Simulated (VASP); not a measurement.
A run of VASP 6.6.1 is set up as follows.

The input POSCAR:

```
Li
1.0
   -1.7161670000      1.7161670000      1.7161670000
    1.7161670000     -1.7161670000      1.7161670000
    1.7161670000      1.7161670000     -1.7161670000
Li
1
Direct
    0.0000000000      0.0000000000      0.0000000000
```

The input INCAR.step1:

```
PREC     = Accurate       # precision mode
ENCUT    = 520            # plane-wave cutoff, eV
ISMEAR   = -1             # smearing method
SIGMA    = 0.05           # smearing width, eV
LREAL    = False          # projectors in reciprocal space
LASPH    = True           # aspherical terms in the spheres
NELM     = 80             # most SCF steps
NBANDS   = 8              # bands
GGA      = PE             # functional
ALGO     = Normal         # electronic algorithm
EDIFF    = 1E-4           # SCF threshold, eV
LWAVE    = True           # write WAVECAR
LCHARG   = False          # write CHGCAR
```

Contents of INCAR.step2:

```
PREC     = Accurate       # precision mode
ENCUT    = 520            # plane-wave cutoff, eV
EDIFF    = 1E-6           # SCF threshold, eV
ISMEAR   = -1             # smearing method
SIGMA    = 0.05           # smearing width, eV
LREAL    = False          # projectors in reciprocal space
LASPH    = True           # aspherical terms in the spheres
NELM     = 80             # most SCF steps
ALGO     = Normal         # electronic algorithm
ISIF     = 2              # what is computed and relaxed
LWAVE    = False          # write WAVECAR
LCHARG   = False          # write CHGCAR
METAGGA  = R2SCAN         # meta-GGA
LMIXTAU  = True         
NBANDS   = 8              # bands
ISTART   = 1
```

The input KPOINTS:

```
regular mesh
0
Gamma
  10 10 10
```

Potentials or basis: VASP PAW PBE potentials, release 64 (Li_sv).

The run is started by

```console
$ cat potpaw_PBE.64/Li_sv/POTCAR > POTCAR
$ cp INCAR.step1 INCAR
$ mpirun -np 1 vasp_std > vasp.out
$ cp INCAR.step2 INCAR
$ mpirun -np 1 vasp_std > vasp.out
```

(1) Estimate the band gap on the k mesh.

## Answers

(1) zero (an odd number of electrons rules out a gap without spin polarisation).
